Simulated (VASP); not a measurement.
# Ba (Im-3m) in VASP: notebook

Runs on Ba. Level: PBEsol. Tasks: single point, relaxation of cell and atoms.

Everything below comes from runs of VASP 6.6.1. Logs are shortened: lines on timing, memory, paths and dates and some standing lists are left out, and cuts for length are marked.

## (1) The cell of the first run

It takes space group Im-3m (No. 229, cubic). The conventional cell has a = 4.869 Å, b = 4.869 Å, c = 4.869 Å, α = 90.00°, β = 90.00°, γ = 90.00°. Within 5.5 Å of Ba (site symmetry m-3m) lie 14 Ba at 4.22 to 4.87 Å.

## (2) Single point, PBEsol

INCAR

```
PREC = Accurate
ENCUT = 520
EDIFF = 1E-6
ISMEAR = -1
SIGMA = 0.05
LREAL = False
LASPH = True
NELM = 60
ALGO = Normal
ISIF = 2
LWAVE = False
LCHARG = False
GGA = PS
NBANDS = 11
```

KPOINTS

```
regular mesh
0
Gamma
  12 12 12
```

POSCAR

```
Ba
1.0
   -2.4347073385      2.4347073385      2.4347073385
    2.4347073385     -2.4347073385      2.4347073385
    2.4347073385      2.4347073385     -2.4347073385
Ba
1
Direct
    0.0000000000      0.0000000000      0.0000000000
```

Potentials or basis: VASP PAW PBE potentials, release 64 (Ba_sv).

Run with:

```
$ cat potpaw_PBE.64/Ba_sv/POTCAR > POTCAR
$ mpirun -np 1 vasp_std > vasp.out
```

OUTCAR:

```text
PREC = Accurate
   ENCUT = 520
   EDIFF = 1E-6
   ISMEAR = -1
   LREAL = False
   LASPH = True
   NELM = 60
   ISIF = 2
   GGA = PS

 ion  position               nearest neighbor table
   1  0.000  0.000  0.000-

  LATTYP: Found a body centered cubic cell.
 ALAT       =     4.8694146770

  Lattice vectors:

 A1 = (  -2.4347073385,   2.4347073385,   2.4347073385)
 A2 = (   2.4347073385,  -2.4347073385,   2.4347073385)
 A3 = (   2.4347073385,   2.4347073385,  -2.4347073385)

Analysis of symmetry for initial positions (statically):
=====================================================================
 Subroutine PRICEL returns:
 Original cell was already a primitive cell.

 Routine SETGRP: Setting up the symmetry group for a
 body centered cubic supercell.

 Subroutine GETGRP returns: Found 48 space group operations
 (whereof 48 operations were pure point group operations)
 out of a pool of 48 trial point group operations.

The static configuration has the point symmetry O_h .

Analysis of symmetry for dynamics (positions and initial velocities):
=====================================================================
 Subroutine PRICEL returns:
 Original cell was already a primitive cell.

 Routine SETGRP: Setting up the symmetry group for a
 body centered cubic supercell.

 Subroutine GETGRP returns: Found 48 space group operations
 (whereof 48 operations were pure point group operations)
 out of a pool of 48 trial point group operations.

The dynamic configuration has the point symmetry O_h .

 Subroutine INISYM returns: Found 48 space group operations
 (whereof 48 operations are pure point group operations),
 and found     1 'primitive' translations

----------------------------------------------------------------------------------------

                                     Primitive cell

  volume of cell :      57.7298

  direct lattice vectors                    reciprocal lattice vectors
    -2.434707338  2.434707338  2.434707338     0.000000000  0.205363492  0.205363492
     2.434707338 -2.434707338  2.434707338     0.205363492  0.000000000  0.205363492
     2.434707338  2.434707338 -2.434707338     0.205363492  0.205363492  0.000000000

  length of vectors
     4.217036812  4.217036812  4.217036812     0.290427835  0.290427835  0.290427835

  position of ions in fractional coordinates (direct lattice)
     0.000000000  0.000000000  0.000000000

  ion indices of the primitive-cell ions
   primitive index   ion index
                 1           1

----------------------------------------------------------------------------------------

 KPOINTS: regular mesh

Automatic generation of k-mesh.
 Grid dimensions read from file:
 generate k-points for:   12   12   12

 Generating k-lattice:

  Cartesian coordinates                     Fractional coordinates (reciprocal lattice)
     0.000000000  0.017113624  0.017113624     0.083333333  0.000000000  0.000000000
     0.017113624  0.000000000  0.017113624     0.000000000  0.083333333  0.000000000
     0.017113624  0.017113624  0.000000000     0.000000000  0.000000000  0.083333333

  Length of vectors
     0.024202320  0.024202320  0.024202320

  Shift w.r.t. Gamma in fractional coordinates (k-lattice)
     0.000000000  0.000000000  0.000000000

 Subroutine IBZKPT returns following result:
 ===========================================

 Found     72 irreducible k-points:

 Following reciprocal coordinates:
            Coordinates               Weight
  0.000000  0.000000  0.000000      1.000000
  0.083333  0.000000  0.000000     12.000000
  0.166667  0.000000  0.000000     12.000000
  0.250000  0.000000  0.000000     12.000000
  0.333333  0.000000  0.000000     12.000000
  0.416667  0.000000  0.000000     12.000000
[... 16 lines left out ...]
  0.333333  0.083333  0.083333     24.000000
  0.416667  0.083333  0.083333     12.000000
 [... further k-points ...]
   k-points           NKPTS =     72   k-points in BZ     NKDIM =     72   number of bands    NBANDS=     11
   number of dos      NEDOS =    301   number of ions     NIONS =      1
   total plane-waves  NPLWV =  32768
   dimension x,y,z NGX =    32 NGY =   32 NGZ =   32
   dimension x,y,z NGXF=    64 NGYF=   64 NGZF=   64
   ions per type =               1
   NGX,Y,Z   is equivalent  to a cutoff of  12.62, 12.62, 12.62 a.u.
   NGXF,Y,Z  is equivalent  to a cutoff of  25.23, 25.23, 25.23 a.u.
 SYSTEM =  unknown system
   PREC   = accura    normal or accurate (medium, high low for compatibility)
   ISTART =      0    job   : 0-new  1-cont  2-samecut
   ICHARG =      2    charge: 1-file 2-atom 10-const
   ISPIN  =      1    spin polarized calculation?
   LNONCOLLINEAR =      F non collinear calculations
   LSORBIT =      F    spin-orbit coupling
   LASPH  =      T    aspherical Exc in radial PAW
   ENCUT  =  520.0 eV  38.22 Ry    6.18 a.u.   7.84  7.84  7.84*2*pi/ulx,y,z
   NELM   =     60;   NELMIN=  2; NELMDL= -5     # of ELM steps
   EDIFF  = 0.1E-05   stopping-criterion for ELM
   LREAL  =      F    real-space projection
   EDIFFG = 0.1E-04   stopping-criterion for IOM
   NSW    =      0    number of steps for IOM
   IBRION =     -1    ionic relax: 0-MD 1-quasi-New 2-CG
   NFREE  =      0    steps in history (QN), initial steepest desc. (CG)
   ISIF   =      2    stress and relaxation
   ISYM   =      2    0-nonsym 1-usesym 2-fastsym
   POTIM  = 0.5000    time-step for ionic-motion
   TEBEG  =    0.0;   TEEND  =   0.0 temperature during run
   PSTRESS=    0.0 pullay stress
   NELECT =      10.0000    total number of electrons
   NUPDOWN=      -1.0000    fix difference up-down
   EMIN   =  10.00;   EMAX   =-10.00  energy-range for DOS
   EFERMI =   0.00;   METHOD = LEGACY
   ISMEAR =    -1;   SIGMA  =   0.05  broadening in eV -4-tet -1-fermi 0-gaus
   EFERMI_NEDOS =   21; number of points for ismear=-14 and -15
   IALGO  =     38    algorithm
   IMIX   =      4    mixing-type and parameters
     AMIX     =   0.40;   BMIX     =  1.00
     AMIX_MAG =   1.60;   BMIX_MAG =  1.00
  volume/ion in A,a.u.               =      57.73       389.58
  Fermi-wavevector in a.u.,A,eV,Ry     =   0.912588  1.724541 11.331160  0.832817
  Thomas-Fermi vector in A             =   2.037001
   LORBIT       =      0    0 simple, 1 ext, 2 COOP (PROOUT), +10 PAW based schemes
   GGA     = PS    functional components
   LHFCALC =     F    Hartree Fock is set to
   AEXX    =    0.0000 exact exchange contribution
   IVDW    =     0    specifies the selected vdW correction
   LEPSILON=     F    determine dielectric tensor
   LRPA    =     F    only Hartree local field effects (RPA)
 non-spin polarized calculation
  energy-cutoff  :      520.00
  volume of cell :       57.73
 maximum number of plane-waves:      1568
   NGX = 15   NGY = 15   NGZ = 15

 number of electron      10.0000001 magnetization

 Free energy of the ion-electron system (eV)
  ---------------------------------------------------
  ext. energy  EPLUGINS =         0.00000000
  ---------------------------------------------------
  free energy    TOTEN  =        -2.15355733 eV

  energy without entropy =       -2.14348957  energy(sigma->0) =       -2.14852345

 E-fermi :   1.8285     XC(G=0):  -7.7960

 val. band max:        1.8021043464   @ k =  -0.3333   0.5000   0.1667
 cond. band min:       1.8410258855   @ k =  -0.3333   0.4167   0.2500
 fundamental gap:      0.0389215391
 Fermi energy:         1.8285053205

 k-point     1 :       0.0000    0.0000    0.0000
  band No.  band energies     occupation
      1     -26.8848      2.00000
      2     -11.7573      2.00000
      3     -11.7573      2.00000
      4     -11.7573      2.00000
      5      -0.9762      2.00000
      6       3.7380      0.00000
      7       3.7380      0.00000
      8       3.7380      0.00000
      9       5.2969      0.00000
     10       5.2969      0.00000
     11       9.0239      0.00000

 k-point     2 :       0.0833    0.0000    0.0000
  band No.  band energies     occupation
      1     -26.8805      2.00000
      2     -11.8024      2.00000
      3     -11.7708      2.00000
      4     -11.7577      2.00000
      5      -0.8309      2.00000
      6       3.6188      0.00000
      7       3.6764      0.00000
      8       3.8861      0.00000
      9       5.0978      0.00000
     10       5.2844      0.00000
     11       9.1935      0.00000

 k-point     3 :       0.1667    0.0000    0.0000
  band No.  band energies     occupation
      1     -26.8689      2.00000
      2     -11.9222      2.00000
      3     -11.8074      2.00000
      4     -11.7587      2.00000
      5      -0.4289      2.00000
      6       3.3327      0.00000
      7       3.4120      0.00000
      8       4.3225      0.00000
      9       4.9178      0.00000
     10       5.2815      0.00000
     11       9.5521      0.00000

 k-point     4 :       0.2500    0.0000    0.0000
  band No.  band energies     occupation
      1     -26.8529      2.00000
      2     -12.0788      2.00000
      3     -11.8564      2.00000
      4     -11.7601      2.00000
      5       0.1202      2.00000
      6       3.0068      0.00000
      7       3.0464      0.00000
      8       5.0236      0.00000
      9       5.0272      0.00000
     10       5.3509      0.00000
     11       9.4895      0.00000
[... 239 lines left out ...]
 k-point    22 :       0.2500    0.0833    0.0833
  band No.  band energies     occupation
      1     -26.8339      2.00000
      2     -12.2316      2.00000
      3     -11.9106      2.00000
      4     -11.7991      2.00000
      5       0.8828      2.00000
      6       2.5999      0.00000
      7       2.6936      0.00000
      8       5.3327      0.00000
      9       5.6329      0.00000
     10       6.4322      0.00000
     11       9.1376      0.00000

 k-point    23 :       0.3333    0.0833    0.0833
  band No.  band energies     occupation
      1     -26.8235      2.00000
      2     -12.3054      2.00000
      3     -11.9623      2.00000
      4     -11.8028      2.00000
      5       1.1309      2.00000
      6       2.4589      0.00001
      7       2.9398      0.00000
      8       5.4431      0.00000
      9       5.8457      0.00000
     10       7.2814      0.00000
     11       8.4673      0.00000

 k-point    24 :       0.4167    0.0833    0.0833
  band No.  band energies     occupation
      1     -26.8196      2.00000
      2     -12.3313      2.00000
      3     -11.9817      2.00000
      4     -11.8041      2.00000
      5       1.1696      2.00000
      6       2.4115      0.00002
      7       3.1679      0.00000
      8       5.4285      0.00000
      9       5.9512      0.00000
     10       7.8484      0.00000
     11       8.0700      0.00000

 [... further k-points ...]
[... 5 lines left out ...]
  --------------------------------------------------------------------------------------
  -------------------------------------------------------------------------------------
  Total        0.0462746      0.0462746      0.0462746      0.0000000      0.0000000     -0.0000000
  in kB        1.2842598      1.2842598      1.2842598      0.0000000      0.0000000     -0.0000000
  external PRESSURE =       1.2842598 kB  Pullay stress =       0.0000000 kB

 VOLUME and BASIS-vectors are now :
 -----------------------------------------------------------------------------
  energy-cutoff  :      520.00
  volume of cell :       57.73
      direct lattice vectors                 reciprocal lattice vectors
    -2.434707338  2.434707338  2.434707338     0.000000000  0.205363492  0.205363492
     2.434707338 -2.434707338  2.434707338     0.205363492  0.000000000  0.205363492
     2.434707338  2.434707338 -2.434707338     0.205363492  0.205363492  0.000000000

 POSITION                                       TOTAL-FORCE (eV/Angst)
 -----------------------------------------------------------------------------------
      0.00000      0.00000      0.00000         0.000000     -0.000000      0.000000
 -----------------------------------------------------------------------------------
    total drift:                               -0.000000      0.000000      0.000000

  FREE ENERGIE OF THE ION-ELECTRON SYSTEM (eV)
  ---------------------------------------------------
  free  energy   TOTEN  =        -2.1535573262 eV

  energy  without entropy=       -2.1434895704  energy(sigma->0) =       -2.14852345
```

Wall time 9.8 s (1 thread of Intel Xeon 6975P-C (Granite Rapids), shared host); peak memory 0.19 GiB.

What came out:

* Free energy: -2.1536 eV
* Pressure: 0.1 GPa
* Band gap on the k mesh: zero (band 5 reaches 2.43 eV, above the bottom of band 6 at 1.16 eV)

Caveat: the PAW data sets were made with another functional, which shifts forces and pressure a little; spin-orbit coupling is left out, which moves the levels of the heavy elements.

## (3) Relaxation of cell and atoms, PBEsol

This run uses another cell than the first one, of 62.99 Å³/atom, 1.091 times its volume.

INCAR

```
ALGO     = Normal         # electronic algorithm
EDIFF    = 1E-6           # SCF threshold, eV
EDIFFG   = -0.02          # ionic threshold
ENCUT    = 600            # plane-wave cutoff, eV
GGA      = PS             # functional
IBRION   = 2              # ionic algorithm
ISIF     = 3              # what is computed and relaxed
ISMEAR   = -1             # smearing method
LASPH    = True           # aspherical terms in the spheres
LCHARG   = False          # write CHGCAR
LREAL    = False          # projectors in reciprocal space
LWAVE    = False          # write WAVECAR
NELM     = 80             # most SCF steps
NSW      = 80             # ionic steps
PREC     = Accurate       # precision mode
SIGMA    = 0.05           # smearing width, eV
```

KPOINTS

```
k-points
0
Gamma
  12 12 12
```

POSCAR

```
Ba
1.0
   -2.5065000000      2.5065000000      2.5065000000
    2.5065000000     -2.5065000000      2.5065000000
    2.5065000000      2.5065000000     -2.5065000000
Ba
1
Direct
    0.0000000000      0.0000000000      0.0000000000
```

Potentials or basis: VASP PAW PBE potentials, release 64 (Ba_sv).

Run with:

```
$ cat potpaw_PBE.64/Ba_sv/POTCAR > POTCAR
$ mpirun -np 1 vasp_std > vasp.out
```

Wall time 43 s (1 thread of Intel Xeon 6975P-C (Granite Rapids), shared host); peak memory 0.23 GiB.

It converged, with:

```
Free energy                            : -2.1539 eV
Relaxed volume                         : 58.45 Å³/atom
Relaxed cell                           : a = 4.234 Å, b = 4.234 Å, c = 4.234 Å, α = 109.47°, β = 109.47°, γ = 109.47°
Space group after relaxing (to 0.05 Å) : Im-3m (No. 229)
Energy gained by relaxing              : 8.9 meV/atom
Ionic steps                            : 4
Pressure after relaxing                : 0.0 GPa
Band gap on the k mesh                 : zero (band 5 reaches 2.38 eV, above the bottom of band 6 at 1.14 eV)
```

Step by step:
```tsv
step	energy change (eV)	largest force (eV/Å)	pressure (GPa)	volume (Å³)
1	0.0000	0.0000	-0.60	62.99
2	-0.0063	0.0000	-0.36	60.85
3	-0.0083	0.0000	0.16	57.46
4	-0.0089	0.0000	0.02	58.45
```

Final structure:
```
Ba
1.0
    -2.44475    2.44475    2.44475
     2.44475   -2.44475    2.44475
     2.44475    2.44475   -2.44475
Ba
1
Direct
  0.00000 0.00000 0.00000
```

Levels at points of the mesh, in eV from the Fermi level:
```
           k point  band 2  band 3  band 4  band 5  band 6  band 7  band 8  band 9
(0.00, 0.00, 0.00)  -13.62  -13.62  -13.62   -2.80    1.90    1.90    1.90    3.44
(0.50, 0.00, 0.00)  -14.21  -13.80  -13.62   -0.95    0.66    1.50    3.42    4.05
(0.50, 0.50, 0.50)  -14.02  -14.02  -14.02   -0.65   -0.65    4.72    4.72    4.72
```

Caveat: the PAW data sets were made with another functional, which shifts forces and pressure a little; spin-orbit coupling is left out, which moves the levels of the heavy elements.
